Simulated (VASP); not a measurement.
Write the native input for VASP 6.6.1 that does the following.

- Task: single point
- Functional: PBE
- Potentials or basis: VASP PAW PBE potentials, release 64 (Cd, Se)
- Cutoff: 520 eV
- k mesh: 8 × 8 × 8
- Occupations: fermi-dirac, width 0.03 eV
- Spin: no spin polarisation
- Dipole correction: no
- Further INCAR settings: ALGO = Normal; EDIFF = 1e-06; NBANDS = 16

The structure of CdSe lies in POSCAR:

```
CdSe
1.0
    0.0000000000      3.0906047130      3.0906047130
    3.0906047130      0.0000000000      3.0906047130
    3.0906047130      3.0906047130      0.0000000000
Cd Se
1 1
Direct
    0.0000000000      0.0000000000      0.0000000000
    0.2500000000      0.2500000000      0.2500000000
```

This cell differs from its parent crystal: volume scaled by 1.02.

These files were run (other wordings do the same):

INCAR

```
SYSTEM = CdSe
PREC     = Accurate       ! precision mode
ENCUT    = 520            ! plane-wave cutoff, eV
EDIFF    = 1E-6           ! SCF threshold, eV
ISMEAR   = -1             ! smearing method
SIGMA    = 0.03           ! smearing width, eV
LREAL    = .False.        ! projectors in reciprocal space
LASPH    = .True.         ! aspherical terms in the spheres
NELM     = 60             ! most SCF steps
ALGO     = Normal         ! electronic algorithm
ISIF     = 2              ! what is computed and relaxed
LWAVE    = .False.        ! write WAVECAR
LCHARG   = .False.        ! write CHGCAR
GGA      = PE             ! functional
NBANDS   = 16             ! bands
```

KPOINTS

```
regular mesh
0
Gamma
  8 8 8
  0 0 0
```

Potentials or basis: VASP PAW PBE potentials, release 64 (Cd, Se).

Run with:

```sh
$ cat potpaw_PBE.64/Cd/POTCAR potpaw_PBE.64/Se/POTCAR > POTCAR
$ mpirun -np 1 vasp_std > vasp.out
```

Results of the run:

- Pressure: 0.6 GPa
- Band gap on the k mesh: 0.51 eV, direct

It took 11 s on 1 thread of Intel(R) Xeon(R) 6975P-C (Granite Rapids) (shared host), peak memory 0.21 GiB.
